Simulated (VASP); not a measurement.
A run of VASP 6.6.1:

File INCAR:

```
PREC = Accurate
ENCUT = 520
EDIFF = 1E-7
ISMEAR = -1
SIGMA = 0.05
LREAL = F
LASPH = T
NELM = 100
ALGO = Normal
ISIF = 2
LWAVE = F
LCHARG = F
GGA = PS
NBANDS = 15
```

File KPOINTS:

```
regular mesh
0
Gamma
  10 10 8
```

The input POSCAR:

```
HfB2
1.0
    3.1326790839      0.0000000000      0.0000000000
   -1.5663395419      2.7129796685      0.0000000000
    0.0000000000      0.0000000000      3.4792139900
Hf B
1 2
Direct
    0.0000000000      0.0000000000      0.0000000000
    0.2066666667      0.6033333333      0.5000000000
    0.7933333333      0.3966666667      0.5000000000
```

Potentials or basis: VASP PAW PBE potentials, release 64 (Hf_pv, B).

The run is started by

```bash
$ cat potpaw_PBE.64/Hf_pv/POTCAR potpaw_PBE.64/B/POTCAR > POTCAR
$ mpirun -np 1 vasp_std > vasp.out
```

Hardware: 1 thread of Intel(R) Xeon(R) Platinum 8559C (Emerald Rapids) (shared host).

Q: Estimate the wall time of this run.

A: Wall time 23 s on 1 thread of Intel(R) Xeon(R) Platinum 8559C (Emerald Rapids) (shared host), peak memory 0.19 GiB. Counts: scf iterations 15, k points 155.
